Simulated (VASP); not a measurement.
# Bi (Fm-3m) in VASP: further runs

Runs on Bi. Level: PBE. Tasks: single point.

Program: VASP 6.6.1. These are calculated values, not measurements. Logs are shortened: lines on timing, memory, paths and dates and some standing lists are left out, and cuts for length are marked.

## (1) The cell of the first run

It takes space group Fm-3m (No. 225, cubic). Conventional cell: a = 4.244 Å, b = 4.244 Å, c = 4.244 Å, α = 90.00°, β = 90.00°, γ = 90.00°. Within 4.0 Å of Bi (site symmetry m-3m) lie 12 Bi at 3.00 Å.

## (2) Single point, PBE (volume scaled by 0.6)

INCAR reads:

```
SYSTEM = Bi
PREC = Accurate
ENCUT = 520
EDIFF = 1E-6
ISMEAR = -1
SIGMA = 0.05
LREAL = .FALSE.
LASPH = .TRUE.
NELM = 60
ALGO = Normal
ISIF = 2
LWAVE = .FALSE.
LCHARG = .FALSE.
GGA = PE
NBANDS = 14
```

KPOINTS reads:

```
regular mesh
0
G
  14 14 14
  0 0 0
```

POSCAR reads:

```
Bi
1.0
    0.0000000000      2.1222239900      2.1222239900
    2.1222239900      0.0000000000      2.1222239900
    2.1222239900      2.1222239900      0.0000000000
Bi
1
Direct
    0.0000000000      0.0000000000      0.0000000000
```

Potentials or basis: VASP PAW PBE potentials, release 64 (Bi_d).

Started as:

```
cat potpaw_PBE.64/Bi_d/POTCAR > POTCAR
mpirun -np 1 vasp_std > vasp.out
```

OUTCAR:

```text
SYSTEM = Bi
   PREC = Accurate
   ENCUT = 520
   EDIFF = 1E-6
   ISMEAR = -1
   LREAL = .FALSE.
   LASPH = .TRUE.
   NELM = 60
   ISIF = 2
   GGA = PE

 ion  position               nearest neighbor table
   1  0.000  0.000  0.000-

  LATTYP: Found a face centered cubic cell.
 ALAT       =     4.2444479800

  Lattice vectors:

 A1 = (   0.0000000000,   2.1222239900,   2.1222239900)
 A2 = (   2.1222239900,   0.0000000000,   2.1222239900)
 A3 = (   2.1222239900,   2.1222239900,   0.0000000000)

Analysis of symmetry for initial positions (statically):
=====================================================================
 Subroutine PRICEL returns:
 Original cell was already a primitive cell.

 Routine SETGRP: Setting up the symmetry group for a
 face centered cubic supercell.

 Subroutine GETGRP returns: Found 48 space group operations
[... 9 lines left out ...]

 Routine SETGRP: Setting up the symmetry group for a
 face centered cubic supercell.

 Subroutine GETGRP returns: Found 48 space group operations
[... 11 lines left out ...]
                                     Primitive cell

  volume of cell :      19.1163

  direct lattice vectors                    reciprocal lattice vectors
     0.000000000  2.122223990  2.122223990    -0.235601898  0.235601898  0.235601898
     2.122223990  0.000000000  2.122223990     0.235601898 -0.235601898  0.235601898
     2.122223990  2.122223990  0.000000000     0.235601898  0.235601898 -0.235601898

  length of vectors
     3.001277949  3.001277949  3.001277949     0.408074458  0.408074458  0.408074458

  position of ions in fractional coordinates (direct lattice)
     0.000000000  0.000000000  0.000000000

  ion indices of the primitive-cell ions
   primitive index   ion index
                 1           1

----------------------------------------------------------------------------------------

 KPOINTS: regular mesh

Automatic generation of k-mesh.
 Grid dimensions read from file:
 generate k-points for:   14   14   14

 Generating k-lattice:

  Cartesian coordinates                     Fractional coordinates (reciprocal lattice)
    -0.016828707  0.016828707  0.016828707     0.071428571  0.000000000  0.000000000
     0.016828707 -0.016828707  0.016828707     0.000000000  0.071428571  0.000000000
     0.016828707  0.016828707 -0.016828707     0.000000000  0.000000000  0.071428571

  Length of vectors
     0.029148176  0.029148176  0.029148176

  Shift w.r.t. Gamma in fractional coordinates (k-lattice)
     0.000000000  0.000000000  0.000000000

 Subroutine IBZKPT returns following result:
 ===========================================
[... 51 lines left out ...]
   NSW    =      0    number of steps for IOM
   IBRION =     -1    ionic relax: 0-MD 1-quasi-New 2-CG
   NFREE  =      0    steps in history (QN), initial steepest desc. (CG)
   ISIF   =      2    stress and relaxation
   ISYM   =      2    0-nonsym 1-usesym 2-fastsym
   POTIM  = 0.5000    time-step for ionic-motion
   TEBEG  =    0.0;   TEEND  =   0.0 temperature during run
   PSTRESS=    0.0 pullay stress
   NELECT =      15.0000    total number of electrons
   NUPDOWN=      -1.0000    fix difference up-down
   EMIN   =  10.00;   EMAX   =-10.00  energy-range for DOS
   EFERMI =   0.00;   METHOD = LEGACY
   ISMEAR =    -1;   SIGMA  =   0.05  broadening in eV -4-tet -1-fermi 0-gaus
   EFERMI_NEDOS =   21; number of points for ismear=-14 and -15
   IALGO  =     38    algorithm
   IMIX   =      4    mixing-type and parameters
     AMIX     =   0.40;   BMIX     =  1.00
     AMIX_MAG =   1.60;   BMIX_MAG =  1.00
  volume/ion in A,a.u.               =      19.12       129.00
  Fermi-wavevector in a.u.,A,eV,Ry     =   1.509978  2.853445 31.021751  2.280034
  Thomas-Fermi vector in A             =   2.620229
   LORBIT       =      0    0 simple, 1 ext, 2 COOP (PROOUT), +10 PAW based schemes
   GGA     = PE    functional components
   LHFCALC =     F    Hartree Fock is set to
   AEXX    =    0.0000 exact exchange contribution
   IVDW    =     0    specifies the selected vdW correction
   LEPSILON=     F    determine dielectric tensor
   LRPA    =     F    only Hartree local field effects (RPA)
 non-spin polarized calculation
  energy-cutoff  :      520.00
  volume of cell :       19.12
 maximum number of plane-waves:       533
 NGX is ok and might be reduce to    24
   NGX = 11   NGY = 11   NGZ = 11

 number of electron      15.0000003 magnetization

 Free energy of the ion-electron system (eV)
  ---------------------------------------------------
  ext. energy  EPLUGINS =         0.00000000
  ---------------------------------------------------
  free energy    TOTEN  =        -1.61740979 eV

  energy without entropy =       -1.61535463  energy(sigma->0) =       -1.61638221

 E-fermi :  15.7898     XC(G=0): -12.8499

 val. band max:       15.6664549482   @ k =   0.4286   0.3571   0.0000
 cond. band min:      15.8644735423   @ k =   0.5000   0.5000   0.0000
 fundamental gap:      0.1980185941
 Fermi energy:        15.7898070328

 k-point     1 :       0.0000    0.0000    0.0000
  band No.  band energies     occupation
      1      -8.2682      2.00000
      2      -8.2682      2.00000
      3      -8.2682      2.00000
      4      -7.9159      2.00000
      5      -7.9159      2.00000
      6      -2.5883      2.00000
      7      23.7491      0.00000
      8      24.3113      0.00000
      9      24.3113      0.00000
     10      24.3113      0.00000
     11      29.8381      0.00000
     12      29.8381      0.00000
     13      29.8381      0.00000
     14      30.5717      0.00000
[... 377 lines left out ...]
      1      -8.3807      2.00000
      2      -8.1300      2.00000
      3      -8.0625      2.00000
      4      -7.9707      2.00000
      5      -7.7568      2.00000
      6      -0.3793      2.00000
      7      15.6376      1.90904
      8      20.1104      0.00000
      9      21.0752      0.00000
     10      23.2985      0.00000
     11      25.9382      0.00000
     12      30.8465      0.00000
     13      31.2755      0.00000
     14      31.9706      0.00000

 [... further k-points ...]
[... 5 lines left out ...]
  --------------------------------------------------------------------------------------
  -------------------------------------------------------------------------------------
  Total       10.1616907     10.1616907     10.1616907     -0.0000000     -0.0000000     -0.0000000
  in kB      851.6730403    851.6730403    851.6730403     -0.0000000     -0.0000000     -0.0000000
  external PRESSURE =     851.6730403 kB  Pullay stress =       0.0000000 kB

 VOLUME and BASIS-vectors are now :
 -----------------------------------------------------------------------------
  energy-cutoff  :      520.00
  volume of cell :       19.12
      direct lattice vectors                 reciprocal lattice vectors
     0.000000000  2.122223990  2.122223990    -0.235601898  0.235601898  0.235601898
     2.122223990  0.000000000  2.122223990     0.235601898 -0.235601898  0.235601898
     2.122223990  2.122223990  0.000000000     0.235601898  0.235601898 -0.235601898

 POSITION                                       TOTAL-FORCE (eV/Angst)
 -----------------------------------------------------------------------------------
      0.00000      0.00000      0.00000        -0.000000     -0.000000     -0.000000
 -----------------------------------------------------------------------------------
    total drift:                                0.000000      0.000000      0.000000

  FREE ENERGIE OF THE ION-ELECTRON SYSTEM (eV)
  ---------------------------------------------------
  free  energy   TOTEN  =        -1.6174097852 eV

  energy  without entropy=       -1.6153546321  energy(sigma->0) =       -1.61638221
```

stdout:

```text
POSCAR found type information on POSCAR Bi
 POSCAR found :  1 types and       1 ions
 scaLAPACK will be used
 LDA part: xc-table for (Slater+PW92), standard interpolation
 POSCAR, INCAR and KPOINTS ok, starting setup
 FFT: planning ... GRIDC
 FFT: planning ... GRID_SOFT
 FFT: planning ... GRID
 WAVECAR not read
 entering main loop
```

Wall time 37 s (1 thread of Intel Xeon Platinum 8375C at 2.90GHz (Ice Lake), shared host); peak memory 0.15 GiB.

What came out:

* Free energy: -1.6174 eV
* Pressure: 85.2 GPa

Levels at points of the mesh, in eV from the Fermi level:
```csv
k point,band 3,band 4,band 5,band 6,band 7,band 8,band 9,band 10,band 11,band 12
"(0.00, 0.00, 0.00)",-24.06,-23.71,-23.71,-18.38,7.96,8.52,8.52,8.52,14.05,14.05
"(0.50, 0.00, 0.00)",-24.03,-23.39,-23.39,-12.00,-9.05,5.66,5.66,7.56,11.68,12.16
"(0.50, 0.50, 0.00)",-23.41,-23.32,-23.32,-9.44,-7.68,0.07,0.07,4.90,6.05,18.60
```

Caveat: spin-orbit coupling is left out, which moves the levels of the heavy elements.

## (3) Single point, PBE (volume scaled by 0.7)

INCAR reads:

```
SYSTEM = Bi
PREC     = Accurate       ! precision mode
ENCUT    = 520            ! plane-wave cutoff, eV
EDIFF    = 1E-6           ! SCF threshold, eV
ISMEAR   = -1             ! smearing method
SIGMA    = 0.05           ! smearing width, eV
LREAL    = .FALSE.        ! projectors in reciprocal space
LASPH    = .TRUE.         ! aspherical terms in the spheres
NELM     = 80             ! most SCF steps
ALGO     = Normal         ! electronic algorithm
ISIF     = 2              ! what is computed and relaxed
LWAVE    = .FALSE.        ! write WAVECAR
LCHARG   = .FALSE.        ! write CHGCAR
GGA      = PE             ! functional
NBANDS   = 14             ! bands
```

KPOINTS reads:

```
Automatic mesh
0
G
  14 14 14
  0 0 0
```

POSCAR reads:

```
Bi
1.0
    0.0000000000      2.2341216446      2.2341216446
    2.2341216446      0.0000000000      2.2341216446
    2.2341216446      2.2341216446      0.0000000000
Bi
1
Direct
    0.0000000000      0.0000000000      0.0000000000
```

Potentials or basis: VASP PAW PBE potentials, release 64 (Bi_d).

Started as:

```
cat potpaw_PBE.64/Bi_d/POTCAR > POTCAR
mpirun -np 1 vasp_std > vasp.out
```

OUTCAR:

```text
SYSTEM = Bi
   PREC = Accurate
   ENCUT = 520
   EDIFF = 1E-6
   ISMEAR = -1
   LREAL = .FALSE.
   LASPH = .TRUE.
   NELM = 80
   ISIF = 2
   GGA = PE

 ion  position               nearest neighbor table
   1  0.000  0.000  0.000-

  LATTYP: Found a face centered cubic cell.
 ALAT       =     4.4682432892

  Lattice vectors:

 A1 = (   0.0000000000,   2.2341216446,   2.2341216446)
 A2 = (   2.2341216446,   0.0000000000,   2.2341216446)
 A3 = (   2.2341216446,   2.2341216446,   0.0000000000)

Analysis of symmetry for initial positions (statically):
[... 578 lines left out ...]
      9      17.2597      0.00000
     10      20.4699      0.00000
     11      22.5947      0.00000
     12      27.3580      0.00000
     13      27.7478      0.00000
     14      27.7760      0.00000

 [... further k-points ...]
[... 5 lines left out ...]
  --------------------------------------------------------------------------------------
  -------------------------------------------------------------------------------------
  Total        5.7102349      5.7102349      5.7102349     -0.0000000     -0.0000000      0.0000000
  in kB      410.2174356    410.2174356    410.2174356     -0.0000000     -0.0000000      0.0000000
  external PRESSURE =     410.2174356 kB  Pullay stress =       0.0000000 kB

 VOLUME and BASIS-vectors are now :
 -----------------------------------------------------------------------------
  energy-cutoff  :      520.00
  volume of cell :       22.30
      direct lattice vectors                 reciprocal lattice vectors
     0.000000000  2.234121645  2.234121645    -0.223801601  0.223801601  0.223801601
     2.234121645  0.000000000  2.234121645     0.223801601 -0.223801601  0.223801601
     2.234121645  2.234121645  0.000000000     0.223801601  0.223801601 -0.223801601

 POSITION                                       TOTAL-FORCE (eV/Angst)
 -----------------------------------------------------------------------------------
      0.00000      0.00000      0.00000        -0.000000     -0.000000      0.000000
 -----------------------------------------------------------------------------------
    total drift:                               -0.000000      0.000000     -0.000000

  FREE ENERGIE OF THE ION-ELECTRON SYSTEM (eV)
  ---------------------------------------------------
  free  energy   TOTEN  =        -2.8228368207 eV

  energy  without entropy=       -2.8169313045  energy(sigma->0) =       -2.81988406
```

OSZICAR:

```text
N       E                     dE             d eps       ncg     rms          rms(c)
DAV:   1     0.114722021515E+03    0.11472E+03   -0.77115E+03  2976   0.138E+03
DAV:   2     0.311970806581E+01   -0.11160E+03   -0.10775E+03  3164   0.358E+02
DAV:   3    -0.272058101650E+01   -0.58403E+01   -0.58160E+01  3606   0.769E+01
DAV:   4    -0.283621042078E+01   -0.11563E+00   -0.11559E+00  3718   0.110E+01
DAV:   5    -0.284075650227E+01   -0.45461E-02   -0.45460E-02  3904   0.206E+00    0.666E-01
DAV:   6    -0.282889469410E+01    0.11862E-01   -0.59520E-03  4230   0.124E+00    0.355E-01
DAV:   7    -0.282304940051E+01    0.58453E-02   -0.39705E-03  4536   0.104E+00    0.605E-02
DAV:   8    -0.282285463429E+01    0.19477E-03   -0.36884E-04  3916   0.281E-01    0.824E-03
DAV:   9    -0.282284074663E+01    0.13888E-04   -0.12653E-05  3644   0.614E-02    0.490E-03
DAV:  10    -0.282283700490E+01    0.37417E-05   -0.81073E-07  2822   0.120E-02    0.704E-04
DAV:  11    -0.282283682066E+01    0.18423E-06   -0.32120E-07  2146   0.874E-03
   1 F= -.28228368E+01 E0= -.28198841E+01  d E =-.590552E-02
```

stdout:

```text
POSCAR found type information on POSCAR Bi
 POSCAR found :  1 types and       1 ions
 scaLAPACK will be used
 LDA part: xc-table for (Slater+PW92), standard interpolation
 POSCAR, INCAR and KPOINTS ok, starting setup
 FFT: planning ... GRIDC
 FFT: planning ... GRID_SOFT
 FFT: planning ... GRID
 WAVECAR not read
 entering main loop
```

It took 37 s on 1 thread of Intel Xeon Platinum 8375C at 2.90GHz (Ice Lake), shared host; peak memory 0.15 GiB.

Results:

- Free energy: -2.8228 eV
- Pressure: 41.0 GPa

Caveat: spin-orbit coupling is left out, which moves the levels of the heavy elements.

## (4) Single point, PBE (volume scaled by 0.7)

INCAR reads:

```
  PREC = Accurate
  ENCUT = 520
  EDIFF = 1E-7
  ISMEAR = -1
  SIGMA = 0.05
  LREAL = F
  LASPH = T
  NELM = 80
  ALGO = Normal
  ISIF = 2
  LWAVE = F
  LCHARG = F
  GGA = PE
  NBANDS = 14
```

KPOINTS reads:

```
Automatic mesh
0
Gamma
  14 14 14
```

POSCAR is that of step 3.

Started as:

```
cat potpaw_PBE.64/Bi_d/POTCAR > POTCAR
mpirun -np 1 vasp_std > vasp.out
```

It took 36 s on 1 thread of Intel Xeon Platinum 8375C at 2.90GHz (Ice Lake), shared host; peak memory 0.16 GiB.

Results (log left out):

```yaml
Free_energy: -2.8228 eV
Pressure: 41.0 GPa
```

Levels at points of the mesh, in eV from the Fermi level:
| k point | band 3 | band 4 | band 5 | band 6 | band 7 | band 8 | band 9 | band 10 | band 11 | band 12 |
| --- | --- | --- | --- | --- | --- | --- | --- | --- | --- | --- |
| (0.00, 0.00, 0.00) | -23.62 | -23.40 | -23.40 | -16.57 | 7.38 | 7.38 | 7.38 | 8.49 | 12.82 | 12.82 |
| (0.50, 0.00, 0.00) | -23.60 | -23.20 | -23.20 | -11.55 | -7.70 | 4.89 | 4.89 | 8.06 | 10.00 | 11.23 |
| (0.50, 0.50, 0.00) | -23.22 | -23.15 | -23.15 | -9.52 | -6.53 | 0.22 | 0.22 | 4.47 | 5.65 | 18.16 |

Caveat: spin-orbit coupling is left out, which moves the levels of the heavy elements.
